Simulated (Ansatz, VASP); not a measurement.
# MoH6 in VASP and in Ansatz

```
H Mo
1.0
     3.24754    0.00000    0.00000
     0.00000    3.24754    0.00000
     0.00000    0.00000    3.24754
H Mo
6 1
Direct
  0.64011 0.00000 0.00000
  0.35989 0.00000 0.00000
  0.00000 0.64011 0.00000
  0.00000 0.35989 0.00000
  0.00000 0.00000 0.64011
  0.00000 0.00000 0.35989
  0.50000 0.50000 0.50000
```

Alike in both runs: functional PBE; k mesh 3 × 3 × 3; occupations gaussian, width 0.15 eV; no spin polarisation.

Ansatz relaxed the structure, and its values are those at the end. VASP's run is a single point on that final structure, the one shown.

|  | VASP | Ansatz |
| --- | --- | --- |
| version | VASP 6.6.1 | Ansatz 0.2.0 |
| potentials or method | VASP PAW PBE potentials, release 64 (H, Mo_sv), cutoff 500 eV | scalar-relativistic, plane waves, PAW |
| valence electrons in the cell | 20 | 20 |

```tsv
	VASP	Ansatz	Ansatz less VASP
gap on the k mesh at the Fermi level (eV)	none	none	-
pressure (GPa)	-0.5	-0.2	+0.27
rms of the force components (eV/Å)	0.007	0.004	-0.0035
```

A gap of «none» marks a metal or a gap that the smearing closes.

The k mesh is coarse, so the values compare programs but aren't converged.
